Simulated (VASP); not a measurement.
Al30Cu (a cell with a defect), 31 atoms in the cell. The cell holds a defect, 31 atoms: a = 8.100 Å, b = 8.100 Å, c = 8.100 Å, α = 90.00°, β = 90.00°, γ = 90.00°. 

| Quantity | Value |
| --- | --- |
| Program | VASP 6.6.1 |
| Task | single point |
| Functional | PBEsol |
| Potentials or basis | VASP PAW PBE potentials, release 64 (Al, Cu) |
| Cutoff | 520 eV |
| k mesh | 3 × 3 × 3 |
| Occupations | gaussian, width 0.1 eV |
| Spin | no spin polarisation |
| Dipole correction | no |
| Further INCAR settings | LREAL = Auto; ALGO = Normal; EDIFF = 1e-07; NBANDS = 72 |

Potentials or basis: VASP PAW PBE potentials, release 64 (Al, Cu).

The run is started by

```sh
$ cat potpaw_PBE.64/Al/POTCAR potpaw_PBE.64/Cu/POTCAR > POTCAR
$ mpirun -np 1 vasp_std > vasp.out
```

Hardware: 1 thread of Intel(R) Xeon(R) Platinum 8259CL CPU @ 2.50GHz (Skylake/Cascade Lake), on a shared host.

**Question.** How long does it take, and how much memory?

**Answer.** It took 13 min on 1 thread of Intel(R) Xeon(R) Platinum 8259CL CPU @ 2.50GHz (Skylake/Cascade Lake) (shared host), peak memory 0.57 GiB. Counts: scf iterations 25, k points 8.
